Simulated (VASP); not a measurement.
Set up this calculation in VASP 6.6.1, as the native input.

- Task: single point
- Functional: LDA
- Potentials or basis: VASP PAW LDA potentials, release 64 (Cu, Al)
- Cutoff: 520 eV
- k mesh: 7 × 7 × 7
- Occupations: fermi-dirac, width 0.05 eV
- Spin: no spin polarisation
- Dipole correction: no
- Further INCAR settings: ALGO = Normal; EDIFF = 1e-06; NBANDS = 26

The structure of Al2Cu (Khatyrkite) lies in POSCAR:

```
Al2Cu
1.0
   -2.9715744608      2.9715744608      2.3887207261
    2.9715744608     -2.9715744608      2.3887207261
    2.9715744608      2.9715744608     -2.3887207261
Cu Al
2 4
Direct
    0.2500000000      0.2500000000      0.0000000000
    0.7500000000      0.7500000000      0.0000000000
    0.3419000000      0.1581000000      0.5000000000
    0.8419000000      0.3419000000      0.1838000000
    0.6581000000      0.8419000000      0.5000000000
    0.1581000000      0.6581000000      0.8162000000
```

One way to write it, as run:

INCAR

```
SYSTEM = Al2Cu
  PREC = Accurate
  ENCUT = 520
  EDIFF = 1E-6
  ISMEAR = -1
  SIGMA = 0.05
  LREAL = .False.
  LASPH = .True.
  NELM = 100
  ALGO = Normal
  ISIF = 2
  LWAVE = .False.
  LCHARG = .False.
  GGA = CA
  NBANDS = 26
```

KPOINTS

```
regular mesh
0
Gamma
  7 7 7
  0 0 0
```

Potentials or basis: VASP PAW LDA potentials, release 64 (Cu, Al).

The run is started by

```console
$ cat potpaw_LDA.64/Cu/POTCAR potpaw_LDA.64/Al/POTCAR > POTCAR
$ mpirun -np 1 vasp_std > vasp.out
```

Results of the run:

```yaml
Pressure: 0.1 GPa
Largest_force: 0.066 eV/Å
Band_gap_on_the_k_mesh: zero (band 17 reaches 10.52 eV, above the bottom of band 18 at 6.73 eV)
```

It took 44 s on 1 thread of Intel(R) Xeon(R) Platinum 8559C (Emerald Rapids), with other jobs on the host, peak memory 0.2 GiB.
